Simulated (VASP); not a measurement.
Here is a VASP 6.6.1 calculation.

File INCAR:

```
PREC = Accurate
ENCUT = 520
EDIFF = 1E-6
ISMEAR = -1
SIGMA = 0.1
LREAL = F
LASPH = T
NELM = 80
ALGO = Normal
ISIF = 2
LWAVE = F
LCHARG = T
GGA = PS
LELF = T
LVHAR = T
NBANDS = 12
```

Contents of KPOINTS:

```
regular mesh
0
Gamma
  12 12 7
```

POSCAR

```
As
1.0
    3.0285394831      0.0000000000      0.0000000000
   -1.5142697415      2.6227921287      0.0000000000
    0.0000000000      0.0000000000      4.6282416499
As
2
Direct
    0.3333333333      0.6666666667      0.2500000000
    0.6666666667      0.3333333333      0.7500000000
```

Potentials or basis: VASP PAW PBE potentials, release 64 (As).

Run with:

```bash
$ cat potpaw_PBE.64/As/POTCAR > POTCAR
$ mpirun -np 1 vasp_std > vasp.out
```

Question: Estimate the band gap on the k mesh.

Answer: Zero (band 5 reaches 10.96 eV, above the bottom of band 6 at 3.42 eV).

Question: Estimate the pressure.

Answer: 0.2 GPa.

Caveat: the PAW data sets were made with another functional, which shifts forces and pressure a little.
